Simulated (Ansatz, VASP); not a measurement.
## One calculation of C, two programs

```
CELL_PARAMETERS angstrom
2.49960 0.00000 0.00000
-1.24980 2.16471 0.00000
0.00000 0.00000 4.11898
ATOMIC_POSITIONS crystal
C 0.33333 0.66667 0.99974
C 0.66667 0.33333 0.49974
C 0.33333 0.66667 0.37426
C 0.66667 0.33333 0.87426
```

Change from the starting cell: strained cell.

Alike in both runs: functional PBEsol; k mesh 9 × 9 × 6; occupations gaussian, width 0.02 eV; no spin polarisation.

Ansatz relaxed the structure, and its values are those at the end. VASP's run is a single point on that final structure, the one shown.

|  | VASP | Ansatz |
| --- | --- | --- |
| version | VASP 6.6.1 | Ansatz 0.2.0 |
| potentials or method | VASP PAW PBE potentials, release 64 (C_h), cutoff 910 eV | scalar-relativistic, plane waves, PAW |
| valence electrons in the cell | 16 | 16 |

```tsv
	VASP	Ansatz	Ansatz less VASP
gap on the k mesh at the Fermi level (eV)	3.03	3.05	+0.017
least direct gap on the mesh (eV)	4.81	4.82	+0.003
```

VASP's potentials were made for PBE, not for PBEsol, and Ansatz warns of the same on its side. Ansatz's warnings: stress scf threshold loose.

Noted on VASP's run: the cutoff is short for stress, so the pressure is rough.
